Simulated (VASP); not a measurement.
In2Fe:

```
CELL_PARAMETERS angstrom
0.00000 3.91144 3.91144
3.91144 0.00000 3.91144
3.91144 3.91144 0.00000
ATOMIC_POSITIONS crystal
In 0.62500 0.62500 0.62500
In 0.12500 0.62500 0.62500
In 0.62500 0.62500 0.12500
In 0.62500 0.12500 0.62500
Fe 0.00000 0.00000 0.00000
Fe 0.25000 0.25000 0.25000
```

| Quantity | Value |
| --- | --- |
| Program | VASP 6.6.1 |
| Task | relaxation of cell and atoms |
| Functional | PBE |
| Potentials or basis | VASP PAW PBE potentials, release 64 (In_d, Fe) |
| Cutoff | 600 eV |
| k mesh | 4 × 4 × 4 |
| Occupations | gaussian, width 0.1 eV |
| Spin | collinear spin, ferromagnetic start |
| Starting moments | [0.0, 0.0, 0.0, 0.0, 3.39, 3.39] μB |

At the start: pressure 9.8 GPa; volume 19.95 Å³/atom.

Task: Where does the relaxation end?

Result: Over 3 steps the energy falls by 93.4 meV/atom and the volume is 23.32 Å³/atom (+16.9 %); space group Fd-3m (No. 227, to 0.1 Å) before and after; moment 6.71 μB per cell.

The path:
| step | energy change (eV) | largest force (eV/Å) | pressure (GPa) | volume (Å³) |
| --- | --- | --- | --- | --- |
| 1 | 0.0000 | 0.0000 | 9.79 | 119.69 |
| 2 | -0.5568 | 0.0000 | -0.70 | 142.07 |
| 3 | -0.5605 | 0.0000 | 0.09 | 139.94 |

Final structure:
```
In Fe
1.0
     0.00000    4.12073    4.12073
     4.12073    0.00000    4.12073
     4.12073    4.12073    0.00000
In Fe
4 2
Direct
  0.62500 0.62500 0.62500
  0.12500 0.62500 0.62500
  0.62500 0.62500 0.12500
  0.62500 0.12500 0.62500
  0.00000 0.00000 0.00000
  0.25000 0.25000 0.25000
```

Caveat: the volume moved by over 15 % at a fixed basis, so the end points are rough.
